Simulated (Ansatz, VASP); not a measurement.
# Two plane-wave programs on RbAg4

```
CELL_PARAMETERS angstrom
5.62008 -0.01003 -0.09926
-2.81881 4.88230 0.08073
-0.11535 0.04117 6.36786
ATOMIC_POSITIONS crystal
Rb 0.96241 0.77502 0.49993
Ag 0.50863 0.05623 0.00116
Ag 0.00959 0.55361 0.00404
Ag 0.51016 0.55673 0.99781
Ag 0.00920 0.05841 0.99707
```

Change from the starting cell: cell x1, atoms moved at random (sigma 0.05 Å) and cell strained at random (1.5 %), then relaxed without symmetry.

Alike in both runs: functional PBE; k mesh 6 × 6 × 4; occupations gaussian, width 0.2 eV; no spin polarisation.

Ansatz relaxed the structure, and its values are those at the end. VASP's run is a single point on that final structure, the one shown.

```csv
,VASP,Ansatz
version,VASP 6.6.1,Ansatz 0.2.0
potentials or method,"VASP PAW PBE potentials, release 64 (Rb_sv, Ag), cutoff 520 eV","scalar-relativistic, plane waves, PAW"
valence electrons in the cell,53,85
```

|  | VASP | Ansatz | Ansatz less VASP |
| --- | --- | --- | --- |
| gap on the k mesh at the Fermi level (eV) | none | none | - |
| pressure (GPa) | -0.1 | 0.0 | +0.04 |
| rms of the force components (eV/Å) | 0.011 | 0.011 | -0.0001 |

A gap of «none» marks a metal or a gap that the smearing closes. VASP's potentials hold 53 valence electrons a cell and Ansatz's 85, so a difference there can come from the potentials and not from the codes.
